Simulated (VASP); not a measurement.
# Sb (I4/mmm) in VASP: settings compared, part 2 of 2

VASP 6.6.1.

**3. Single point, LDA (volume scaled by 0.96)**

The input, INCAR:

```
SYSTEM = Sb
PREC     = Accurate       ! precision mode
ENCUT    = 520            ! plane-wave cutoff, eV
EDIFF    = 1E-6           ! SCF threshold, eV
ISMEAR   = -1             ! smearing method
SIGMA    = 0.05           ! smearing width, eV
LREAL    = .False.        ! projectors in reciprocal space
LASPH    = .True.         ! aspherical terms in the spheres
NELM     = 60             ! most SCF steps
ALGO     = Normal         ! electronic algorithm
ISIF     = 2              ! what is computed and relaxed
LWAVE    = .False.        ! write WAVECAR
LCHARG   = .True.         ! write CHGCAR
GGA      = CA             ! functional
LELF     = .True.         ! ELF
LVHAR    = .True.       
NBANDS   = 8              ! bands
```

The input, KPOINTS:

```
Automatic mesh
0
Gamma
  12 12 12
  0 0 0
```

The input, POSCAR:

```
Sb
1.0
   -1.5552329741      1.5552329741      2.6752861216
    1.5552329741     -1.5552329741      2.6752861216
    1.5552329741      1.5552329741     -2.6752861216
Sb
1
Direct
    0.0000000000      0.0000000000      0.0000000000
```

Potentials or basis: VASP PAW LDA potentials, release 64 (Sb).

Started as:

```sh
cat potpaw_LDA.64/Sb/POTCAR > POTCAR
mpirun -np 1 vasp_std > vasp.out
```

Run time: 24 s. Hardware: 1 thread of Intel Xeon Platinum 8488C (Sapphire Rapids), shared host; peak memory 0.16 GiB.

Results (log left out):

```yaml
Free_energy: -4.5547 eV
Pressure: 0.4 GPa
```

Stress tensor (GPa, compression positive):
```
 0.66  0.00  0.00
 0.00  0.66  0.00
 0.00  0.00 -0.11
```

Levels at points of the mesh, in eV from the Fermi level:
| k point | band 1 | band 2 | band 3 | band 4 | band 5 | band 6 |
| --- | --- | --- | --- | --- | --- | --- |
| (0.00, 0.00, 0.00) | -13.29 | 4.84 | 5.64 | 5.64 | 9.31 | 10.63 |
| (0.50, 0.00, 0.00) | -9.26 | -6.04 | 1.82 | 5.58 | 6.20 | 10.24 |
| (0.50, 0.50, 0.00) | -6.63 | -4.57 | -1.06 | 0.58 | 3.50 | 4.38 |
| (0.50, 0.50, 0.50) | -9.41 | -5.90 | 2.16 | 2.16 | 5.92 | 6.22 |

Caveat: spin-orbit coupling is left out, which moves the levels of the heavy elements.

**4. Single point, PBEsol (volume scaled by 0.96)**

The input, INCAR:

```
SYSTEM = Sb
PREC = Accurate ; ENCUT = 520
EDIFF = 1E-7 ; ISMEAR = -1
SIGMA = 0.05 ; LREAL = .False.
LASPH = .True. ; NELM = 100
ALGO = Normal ; ISIF = 2
LWAVE = .False. ; LCHARG = .False.
GGA = PS ; NBANDS = 8
```

KPOINTS is that of step 3.

POSCAR is that of step 3.

Potentials or basis: VASP PAW PBE potentials, release 64 (Sb).

Started as:

```sh
cat potpaw_PBE.64/Sb/POTCAR > POTCAR
mpirun -np 1 vasp_std > vasp.out
```

OUTCAR:

```text
SYSTEM = Sb
   PREC = Accurate
   ENCUT = 520
   EDIFF = 1E-7
   ISMEAR = -1
   LREAL = .False.
   LASPH = .True.
   NELM = 100
   ISIF = 2
   GGA = PS

 ion  position               nearest neighbor table
   1  0.000  0.000  0.000-

  LATTYP: Found a body centered tetragonal cell.
 ALAT       =     3.1104659482
 C/A-ratio  =     1.7201835134

  Lattice vectors:

 A1 = (  -1.5552329741,   1.5552329741,   2.6752861216)
 A2 = (   1.5552329741,  -1.5552329741,   2.6752861216)
 A3 = (   1.5552329741,   1.5552329741,  -2.6752861216)

[... 434 lines left out ...]
      1      -1.0305      2.00000
      2       5.1800      2.00000
      3      10.2593      0.00000
      4      11.8820      0.00000
      5      15.5760      0.00000
      6      17.4243      0.00000
      7      19.5629      0.00000
      8      23.0382      0.00000

 [... further k-points ...]
[... 5 lines left out ...]
  --------------------------------------------------------------------------------------
  -------------------------------------------------------------------------------------
  Total        0.3212274      0.3212274      0.1103966      0.0000000      0.0000000      0.0000000
  in kB       19.8839220     19.8839220      6.8335294      0.0000000      0.0000000      0.0000000
  external PRESSURE =      15.5337912 kB  Pullay stress =       0.0000000 kB

 VOLUME and BASIS-vectors are now :
 -----------------------------------------------------------------------------
  energy-cutoff  :      520.00
  volume of cell :       25.88
      direct lattice vectors                 reciprocal lattice vectors
    -1.555232974  1.555232974  2.675286122     0.000000000  0.321495241  0.186895897
     1.555232974 -1.555232974  2.675286122     0.321495241  0.000000000  0.186895897
     1.555232974  1.555232974 -2.675286122     0.321495241  0.321495241  0.000000000

 POSITION                                       TOTAL-FORCE (eV/Angst)
 -----------------------------------------------------------------------------------
      0.00000      0.00000      0.00000         0.000000      0.000000     -0.000000
 -----------------------------------------------------------------------------------
    total drift:                                0.000000      0.000000      0.000000

  FREE ENERGIE OF THE ION-ELECTRON SYSTEM (eV)
  ---------------------------------------------------
  free  energy   TOTEN  =        -4.3145719963 eV

  energy  without entropy=       -4.3091977441  energy(sigma->0) =       -4.31188487
```

OSZICAR:

```text
N       E                     dE             d eps       ncg     rms          rms(c)
DAV:   1     0.446630651735E+01    0.44663E+01   -0.16683E+03  2624   0.410E+02
DAV:   2    -0.422879735929E+01   -0.86951E+01   -0.83624E+01  3704   0.524E+01
DAV:   3    -0.432256330990E+01   -0.93766E-01   -0.92793E-01  3144   0.596E+00
DAV:   4    -0.432282343967E+01   -0.26013E-03   -0.26012E-03  4008   0.383E-01
DAV:   5    -0.432282398265E+01   -0.54299E-06   -0.54211E-06  3320   0.106E-02    0.184E+00
DAV:   6    -0.431749582113E+01    0.53282E-02   -0.21862E-03  3248   0.217E-01    0.106E+00
DAV:   7    -0.431458093230E+01    0.29149E-02   -0.44323E-03  3144   0.310E-01    0.387E-02
DAV:   8    -0.431457190138E+01    0.90309E-05   -0.79409E-05  3432   0.642E-02    0.893E-03
DAV:   9    -0.431457199630E+01   -0.94916E-07   -0.99044E-07  3856   0.732E-03
   1 F= -.43145720E+01 E0= -.43118849E+01  d E =-.537425E-02
```

stdout:

```text
POSCAR found type information on POSCAR Sb
 POSCAR found :  1 types and       1 ions
 scaLAPACK will be used
 -----------------------------------------------------------------------------
|                                                                             |
|                                                                             |
|     You enforced a specific xc type in the INCAR file but a different       |
|     I HOPE YOU KNOW WHAT YOU ARE DOING!                                     |
|                                                                             |
 -----------------------------------------------------------------------------

 LDA part: xc-table for (Slater+PW92), standard interpolation
 POSCAR, INCAR and KPOINTS ok, starting setup
 FFT: planning ... GRIDC
 FFT: planning ... GRID_SOFT
 FFT: planning ... GRID
 WAVECAR not read
 entering main loop
```

Wall time 33 s (1 thread of Intel Xeon Platinum 8488C (Sapphire Rapids), shared host); peak memory 0.18 GiB.

Results:

| Item | Value |
| --- | --- |
| Free energy | -4.3146 eV |
| Pressure | 1.6 GPa |

Stress tensor (GPa, compression positive):
```
1.99 0.00 0.00
0.00 1.99 0.00
0.00 0.00 0.68
```

Caveat: the PAW data sets were made with another functional, which shifts forces and pressure a little; spin-orbit coupling is left out, which moves the levels of the heavy elements.

**5. Single point, LDA (volume scaled by 0.98)**

The input, INCAR:

```
PREC = Accurate ; ENCUT = 520
EDIFF = 1E-6 ; ISMEAR = -1
SIGMA = 0.05 ; LREAL = F
LASPH = T ; NELM = 80
ALGO = Normal ; ISIF = 2
LWAVE = F ; LCHARG = T
GGA = CA ; LELF = T
LVHAR = T ; NBANDS = 8
```

The input, KPOINTS:

```
regular mesh
0
Gamma
  12 12 12
```

The input, POSCAR:

```
Sb
1.0
   -1.5659590577      1.5659590577      2.6937369538
    1.5659590577     -1.5659590577      2.6937369538
    1.5659590577      1.5659590577     -2.6937369538
Sb
1
Direct
    0.0000000000      0.0000000000      0.0000000000
```

Potentials or basis: VASP PAW LDA potentials, release 64 (Sb).

Started as:

```sh
cat potpaw_LDA.64/Sb/POTCAR > POTCAR
mpirun -np 1 vasp_std > vasp.out
```

OUTCAR:

```text
PREC = Accurate
   ENCUT = 520
   EDIFF = 1E-6
   ISMEAR = -1
   LREAL = F
   LASPH = T
   NELM = 80
   ISIF = 2
   GGA = CA

 ion  position               nearest neighbor table
   1  0.000  0.000  0.000-

  LATTYP: Found a body centered tetragonal cell.
 ALAT       =     3.1319181154
 C/A-ratio  =     1.7201835135

  Lattice vectors:

 A1 = (  -1.5659590577,   1.5659590577,   2.6937369538)
 A2 = (   1.5659590577,  -1.5659590577,   2.6937369538)
 A3 = (   1.5659590577,   1.5659590577,  -2.6937369538)

Analysis of symmetry for initial positions (statically):
=====================================================================
 Subroutine PRICEL returns:
 Original cell was already a primitive cell.

 Routine SETGRP: Setting up the symmetry group for a
 body centered tetragonal supercell.

 Subroutine GETGRP returns: Found 16 space group operations
 (whereof 16 operations were pure point group operations)
 out of a pool of 16 trial point group operations.

The static configuration has the point symmetry D_4h.

Analysis of symmetry for dynamics (positions and initial velocities):
[... 152 lines left out ...]
  ---------------------------------------------------
  free energy    TOTEN  =        -4.55354866 eV

  energy without entropy =       -4.54803980  energy(sigma->0) =       -4.55079423

 E-fermi :   8.6598     XC(G=0): -10.4434

 val. band max:        8.6047195133   @ k =  -0.3333   0.3333   0.0000
 cond. band min:       8.6949135205   @ k =   0.3333   0.1667   0.0833
 fundamental gap:      0.0901940073
 Fermi energy:         8.6598229896

 k-point     1 :       0.0000    0.0000    0.0000
  band No.  band energies     occupation
      1      -4.4583      2.00000
      2      13.3536      0.00000
      3      14.1565      0.00000
      4      14.1565      0.00000
      5      17.9067      0.00000
      6      19.1981      0.00000
      7      19.2427      0.00000
      8      19.2427      0.00000
[... 243 lines left out ...]
 k-point    24 :      -0.4167    0.1667    0.0000
  band No.  band energies     occupation
      1      -1.2049      2.00000
      2       5.0020      2.00000
      3       9.9608      0.00000
      4      11.4974      0.00000
      5      15.2977      0.00000
      6      17.0702      0.00000
      7      19.1033      0.00000
      8      22.1263      0.00000

 [... further k-points ...]
[... 5 lines left out ...]
  --------------------------------------------------------------------------------------
  -------------------------------------------------------------------------------------
  Total       -0.1474595     -0.1474595     -0.2198831      0.0000000      0.0000000      0.0000000
  in kB       -8.9414369     -8.9414369    -13.3329550      0.0000000      0.0000000      0.0000000
  external PRESSURE =     -10.4052763 kB  Pullay stress =       0.0000000 kB

 VOLUME and BASIS-vectors are now :
 -----------------------------------------------------------------------------
  energy-cutoff  :      520.00
  volume of cell :       26.42
      direct lattice vectors                 reciprocal lattice vectors
    -1.565959058  1.565959058  2.693736954     0.000000000  0.319293150  0.185615748
     1.565959058 -1.565959058  2.693736954     0.319293150  0.000000000  0.185615748
     1.565959058  1.565959058 -2.693736954     0.319293150  0.319293150  0.000000000

 POSITION                                       TOTAL-FORCE (eV/Angst)
 -----------------------------------------------------------------------------------
      0.00000      0.00000      0.00000        -0.000000      0.000000      0.000000
 -----------------------------------------------------------------------------------
    total drift:                                0.000000      0.000000      0.000000

  FREE ENERGIE OF THE ION-ELECTRON SYSTEM (eV)
  ---------------------------------------------------
  free  energy   TOTEN  =        -4.5535486590 eV

  energy  without entropy=       -4.5480398033  energy(sigma->0) =       -4.55079423
```

stdout:

```text
POSCAR found type information on POSCAR Sb
 POSCAR found :  1 types and       1 ions
 scaLAPACK will be used
 LDA part: xc-table for (Slater(with rela. corr.)+CA(PZ))
 , standard interpolation
 POSCAR, INCAR and KPOINTS ok, starting setup
 FFT: planning ... GRIDC
 FFT: planning ... GRID_SOFT
 FFT: planning ... GRID
 WAVECAR not read
 entering main loop
```

Wall time 29 s (1 thread of Intel Xeon Platinum 8488C (Sapphire Rapids), shared host); peak memory 0.16 GiB.

What came out:

```
Free energy : -4.5535 eV
Pressure    : -1.0 GPa
```

Stress tensor (GPa, compression positive):
```
-0.89  0.00  0.00
 0.00 -0.89  0.00
 0.00  0.00 -1.33
```

Caveat: spin-orbit coupling is left out, which moves the levels of the heavy elements.

**6. The runs side by side**

```tsv
level	potentials or basis	cell	gap on the mesh (eV)	pressure (GPa)
PBEsol	VASP PAW PBE potentials, release 64 (Sb)	a = 3.439 Å, angles 126.6, 126.6, 78.8°, 1 atom	none	3.2
LDA	VASP PAW LDA potentials, release 64 (Sb)	a = 3.463 Å, angles 126.6, 126.6, 78.8°, 1 atom	none	0.4
PBEsol	VASP PAW PBE potentials, release 64 (Sb)	a = 3.463 Å, angles 126.6, 126.6, 78.8°, 1 atom	none	1.6
LDA	VASP PAW LDA potentials, release 64 (Sb)	a = 3.487 Å, angles 126.6, 126.6, 78.8°, 1 atom	none	-1.0
```

Alike in all rows: task single point; no spin polarisation; k mesh 12 × 12 × 12; cutoff (eV) 520; smearing fermi-dirac 0.05 eV.

Caveats: spin-orbit coupling is left out, which moves the levels of the heavy elements; the PAW data sets were made with another functional, which shifts forces and pressure a little (some runs).

Total energies depend on the potentials used, so only differences within one code and one set of settings carry meaning.
